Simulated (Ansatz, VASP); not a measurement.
**One calculation of NaCl, two programs**

```
Na Cl
1.0
     3.55408    0.00000    0.00000
     0.00000    3.55408    0.00000
     0.00000    0.00000    3.55408
Na Cl
1 1
Cartesian
  0.0000 0.0000 0.0000
  1.7770 1.7770 1.7770
```

Alike in both runs: task single point; functional PBE; k mesh 12 × 12 × 12; occupations gaussian, width 0.05 eV; no spin polarisation.

|  | VASP | Ansatz |
| --- | --- | --- |
| version | VASP 6.6.1 | Ansatz 0.2.0 |
| potentials or method | VASP PAW PBE potentials, release 64 (Na_pv, Cl), cutoff 520 eV | scalar-relativistic, plane waves, PAW |
| valence electrons in the cell | 14 | 16 |

|  | VASP | Ansatz | Ansatz less VASP |
| --- | --- | --- | --- |
| gap on the k mesh at the Fermi level (eV) | 3.84 | 3.84 | 0.000 |
| least direct gap on the mesh (eV) | 4.29 | 4.29 | 0.000 |
| pressure (GPa) | -1.0 | -0.9 | +0.04 |

With one functional, cell and mesh, what is left measures potentials, basis and numerics. VASP's potentials hold 14 valence electrons a cell and Ansatz's 16, so a difference there can come from the potentials and not from the codes.
